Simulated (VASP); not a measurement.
# Al8N7 (a cell with a defect) in VASP: a series of runs

Al8N7 (a cell with a defect) is run at these levels: PBE; tasks: single point.

Everything below comes from runs of VASP 6.6.1. Logs are shortened: lines on timing, memory, paths and dates and some standing lists are left out, and cuts for length are marked.

## (1) The cell of the first run

The cell holds a defect, 15 atoms: a = 5.757 Å, b = 5.757 Å, c = 5.757 Å, α = 60.00°, β = 60.00°, γ = 60.00°.

## (2) Single point, PBE

File INCAR:

```
  PREC = Accurate
  ENCUT = 520
  EDIFF = 1E-6
  ISMEAR = 0
  SIGMA = 0.05
  LREAL = Auto
  LASPH = T
  NELM = 100
  ALGO = Normal
  ISIF = 2
  LWAVE = F
  LCHARG = T
  GGA = PE
  LELF = T
  LVHAR = T
  NBANDS = 42
  NELECT = 56.0
```

File KPOINTS:

```
Automatic mesh
0
Gamma
  4 4 4
```

File POSCAR:

```
Al8N7
1.0
    0.0000000000      4.0705261175     -4.0705261175
    4.0705261175      4.0705261175      0.0000000000
    4.0705261175      0.0000000000     -4.0705261175
Al N
8 7
Direct
    0.2500000000      0.7500000000      0.2500000000
    0.2500000000      0.2500000000      0.2500000000
    0.7500000000      0.7500000000      0.2500000000
    0.7500000000      0.2500000000      0.2500000000
    0.2500000000      0.7500000000      0.7500000000
    0.2500000000      0.2500000000      0.7500000000
    0.7500000000      0.7500000000      0.7500000000
    0.7500000000      0.2500000000      0.7500000000
    0.5460628417     -0.2335628417      0.0460628417
    1.0000000000      0.5000000000      0.0000000000
    1.0000000000      0.0000000000      0.0000000000
    0.5000000000      0.5000000000      0.5000000000
    0.5000000000      0.0000000000      0.5000000000
    1.0000000000      0.5000000000      0.5000000000
    1.0000000000      0.0000000000      0.5000000000
```

Potentials or basis: VASP PAW PBE potentials, release 64 (Al, N).

Launch:

```
$ cat potpaw_PBE.64/Al/POTCAR potpaw_PBE.64/N/POTCAR > POTCAR
$ mpirun -np 1 vasp_std > vasp.out
```

OUTCAR:

```text
PREC = Accurate
   ENCUT = 520
   EDIFF = 1E-6
   ISMEAR = 0
   LREAL = Auto
   LASPH = T
   NELM = 100
   ISIF = 2
   GGA = PE
   NELECT = 56.0

 ion  position               nearest neighbor table
   1  0.250  0.750  0.250-   9 1.53  11 2.04  12 2.04  14 2.04  15 2.04   5 2.88   2 2.88   3 2.88
                             5 2.88   6 2.88   7 2.88   2 2.88   4 2.88   6 2.88   3 2.88   4 2.88
   2  0.250  0.250  0.250-  10 2.04  13 2.04  14 2.04  15 2.04   4 2.88   6 2.88   1 2.88   5 2.88
                             6 2.88   8 2.88   1 2.88   3 2.88   5 2.88   3 2.88   4 2.88   8 2.88
   3  0.750  0.750  0.250-   9 1.98  10 2.04  11 2.04  12 2.04  13 2.04  14 2.04   1 2.88   4 2.88
                             7 2.88   5 2.88   7 2.88   8 2.88   2 2.88   4 2.88   8 2.88   1 2.88
   4  0.750  0.250  0.250-  10 2.04  11 2.04  12 2.04  13 2.04  15 2.04   9 2.45   8 2.88   2 2.88
                             3 2.88   6 2.88   7 2.88   8 2.88   1 2.88   3 2.88   7 2.88   1 2.88
   5  0.250  0.750  0.750-  10 2.04  11 2.04  12 2.04  13 2.04  15 2.04   7 2.88   1 2.88   6 2.88
                             1 2.88   2 2.88   3 2.88   2 2.88   6 2.88   8 2.88   3 2.88   7 2.88
   6  0.250  0.250  0.750-  10 2.04  11 2.04  12 2.04  13 2.04  14 2.04   8 2.88   2 2.88   5 2.88
                             1 2.88   2 2.88   4 2.88   1 2.88   5 2.88   7 2.88   4 2.88   7 2.88
   7  0.750  0.750  0.750-   9 1.53  10 2.04  13 2.04  14 2.04  15 2.04   8 2.88   3 2.88   5 2.88
                             1 2.88   3 2.88   4 2.88   4 2.88   6 2.88   8 2.88   1 2.88   5 2.88
   8  0.750  0.250  0.750-  11 2.04  12 2.04  14 2.04  15 2.04   6 2.88   7 2.88   4 2.88   2 2.88
                             3 2.88   4 2.88   3 2.88   5 2.88   7 2.88   2 2.88   5 2.88   6 2.88
   9  0.546  0.766  0.046-   1 1.53   7 1.53   3 1.98   4 2.45
  10  0.000  0.500  0.000-   2 2.04   3 2.04   4 2.04   5 2.04   6 2.04   7 2.04
  11  0.000  0.000  0.000-   1 2.04   3 2.04   4 2.04   5 2.04   6 2.04   8 2.04
  12  0.500  0.500  0.500-   1 2.04   3 2.04   4 2.04   5 2.04   6 2.04   8 2.04
  13  0.500  0.000  0.500-   2 2.04   3 2.04   4 2.04   5 2.04   6 2.04   7 2.04
  14  0.000  0.500  0.500-   1 2.04   2 2.04   3 2.04   6 2.04   7 2.04   8 2.04
  15  0.000  0.000  0.500-   1 2.04   2 2.04   4 2.04   5 2.04   7 2.04   8 2.04

  LATTYP: Found a face centered cubic cell.
 ALAT       =     8.1410522350

  Lattice vectors:

 A1 = (   0.0000000000,   4.0705261175,  -4.0705261175)
 A2 = (   4.0705261175,   4.0705261175,   0.0000000000)
 A3 = (   4.0705261175,   0.0000000000,  -4.0705261175)

Analysis of symmetry for initial positions (statically):
=====================================================================
 Subroutine PRICEL returns:
 Original cell was already a primitive cell.

 Routine SETGRP: Setting up the symmetry group for a
 face centered cubic supercell.

 Subroutine GETGRP returns: Found  2 space group operations
 (whereof  1 operations were pure point group operations)
 out of a pool of 48 trial point group operations.

[... 168 lines left out ...]
   AEXX    =    0.0000 exact exchange contribution
   IVDW    =     0    specifies the selected vdW correction
   LEPSILON=     F    determine dielectric tensor
   LRPA    =     F    only Hartree local field effects (RPA)
 non-spin polarized calculation
 Gauss-broadening in eV      SIGMA  =   0.05
  energy-cutoff  :      520.00
  volume of cell :      134.89
 maximum number of plane-waves:      3695
 NGX is ok and might be reduce to    48
   NGX = 21   NGY = 21   NGZ = 21

 number of electron      55.9999997 magnetization

 Free energy of the ion-electron system (eV)
  ---------------------------------------------------
  ext. energy  EPLUGINS =         0.00000000
  ---------------------------------------------------
  free energy    TOTEN  =      -127.17064859 eV

  energy without entropy =     -127.16679672  energy(sigma->0) =     -127.16872265

 E-fermi :   9.0801     XC(G=0): -11.6359

 val. band max:        9.0620949823   @ k =   0.2500   0.0000   0.0000
 cond. band min:       9.1053461167   @ k =   0.5000   0.0000   0.0000
 fundamental gap:      0.0432511344
 Fermi energy:         9.0800829259

 k-point     1 :       0.0000    0.0000    0.0000
  band No.  band energies     occupation
      1      -7.8979      2.00000
      2      -5.6383      2.00000
      3      -4.9600      2.00000
      4      -4.7336      2.00000
      5      -4.0763      2.00000
      6      -4.0146      2.00000
[... 1021 lines left out ...]
     39      18.1946      0.00000
     40      18.4019      0.00000
 [bands above 40 left out]

------------------------ aborting loop because EDIFF is reached ----------------------------------------

  FORCE on cell =-STRESS in cart. coord.  units (eV):
  Direction    XX          YY          ZZ          XY          YZ          ZX
  --------------------------------------------------------------------------------------
  -------------------------------------------------------------------------------------
  Total      -18.1869617    -18.1869617    -24.9793008    -13.8902864     -1.0485492     -1.0485492
  in kB     -216.0175824   -216.0175824   -296.6943166   -164.9833622    -12.4542552    -12.4542552
  external PRESSURE =    -242.9098271 kB  Pullay stress =       0.0000000 kB

 VOLUME and BASIS-vectors are now :
 -----------------------------------------------------------------------------
  energy-cutoff  :      520.00
  volume of cell :      134.89
      direct lattice vectors                 reciprocal lattice vectors
     0.000000000  4.070526118 -4.070526118    -0.122834244  0.122834244 -0.122834244
     4.070526118  4.070526118  0.000000000     0.122834244  0.122834244  0.122834244
     4.070526118  0.000000000 -4.070526118     0.122834244 -0.122834244 -0.122834244

 POSITION                                       TOTAL-FORCE (eV/Angst)
 -----------------------------------------------------------------------------------
      4.07053      4.07053     -2.03526         8.395475    -11.041714      2.810640
      2.03526      2.03526     -2.03526         2.280608     -3.043412      0.070701
      4.07053      6.10579     -4.07053        -0.321603     -0.321603     -1.949023
      2.03526      4.07053     -4.07053         0.250758      0.250758     -2.856361
      6.10579      4.07053     -4.07053        -0.206581     -0.206581      2.982720
      4.07053      2.03526     -4.07053        -0.101036     -0.101036      1.952368
      6.10579      6.10579     -6.10579       -11.041714      8.395475      2.810640
      4.07053      4.07053     -6.10579        -3.043412      2.280608      0.070701
      3.30730      5.34257     -2.41026         4.531888      4.531888     -1.414314
      2.03526      2.03526      0.00000        -1.674827      0.917682     -3.088762
      0.00000      0.00000      0.00000         0.293212     -0.392602      0.878358
      4.07053      4.07053     -4.07053         0.917682     -1.674827     -3.088762
      2.03526      2.03526     -4.07053        -0.392602      0.293212      0.878358
      4.07053      2.03526     -2.03526         0.053727      0.053727     -0.014455
      2.03526      0.00000     -2.03526         0.058422      0.058422     -0.042808
 -----------------------------------------------------------------------------------
    total drift:                                0.000966      0.000966      0.000661

  FREE ENERGIE OF THE ION-ELECTRON SYSTEM (eV)
  ---------------------------------------------------
  free  energy   TOTEN  =      -127.1706485857 eV

  energy  without entropy=     -127.1667967151  energy(sigma->0) =     -127.16872265
```

stdout:

```text
POSCAR found type information on POSCAR AlN
 POSCAR found :  2 types and      15 ions
 scaLAPACK will be used
 LDA part: xc-table for (Slater+PW92), standard interpolation
 POSCAR, INCAR and KPOINTS ok, starting setup
 FFT: planning ... GRIDC
 FFT: planning ... GRID_SOFT
 FFT: planning ... GRID
 WAVECAR not read
 entering main loop
 the old and the new charge density differ
 old charge density:    59.00000 new   56.00000
    0.217E+01
```

Wall time 3.1 min (1 thread of Intel Xeon 6975P-C (Granite Rapids), shared host); peak memory 0.34 GiB.

What came out:

```
Free energy   : -127.1706 eV
Largest force : 14.153 eV/Å
```

Forces in eV/Å, atoms in the order of the input:
```
Al    8.395 -11.042   2.811
Al    2.281  -3.043   0.071
Al   -0.322  -0.322  -1.949
Al    0.251   0.251  -2.856
Al   -0.207  -0.207   2.983
Al   -0.101  -0.101   1.952
Al  -11.042   8.395   2.811
Al   -3.043   2.281   0.071
N     4.532   4.532  -1.414
N    -1.675   0.918  -3.089
N     0.293  -0.393   0.878
N     0.918  -1.675  -3.089
N    -0.393   0.293   0.878
N     0.054   0.054  -0.014
N     0.058   0.058  -0.043
```

Levels at points of the mesh, in eV from the Fermi level:
```
           k point  band 24  band 25  band 26  band 27  band 28  band 29  band 30  band 31  band 32  band 33
(0.00, 0.00, 0.00)    -0.90    -0.66    -0.53    -0.29     0.08     0.14     2.68     5.10     5.50     5.53
(0.50, 0.00, 0.00)    -1.45    -1.18    -0.41    -0.14    -0.07     0.03     2.14     3.72     4.52     5.31
(0.00, 0.50, 0.00)    -1.34    -0.95    -0.79    -0.61    -0.54     0.59     2.05     3.69     5.29     6.46
(0.50, 0.50, 0.50)    -1.24    -0.98    -0.81    -0.69    -0.57     0.50     1.96     4.24     4.96     5.28
(0.50, 0.50, 0.00)    -0.97    -0.90    -0.84    -0.80    -0.04     0.79     2.28     3.31     4.29     5.07
(0.50, 0.00, 0.50)    -1.28    -1.28    -0.95    -0.63    -0.54     0.11     1.67     4.14     4.84     4.98
```

Caveat: the cell carries a net charge on a neutralising background, which shifts energy and pressure; the cell differs from its parent crystal (atoms taken out, atom 9 moved 0.375 of the way to it and -0.375 Å across, host rigid); the cell is charged against a uniform background, so pressure and absolute levels hang on convention.

(Continued in part 2 of 2.)
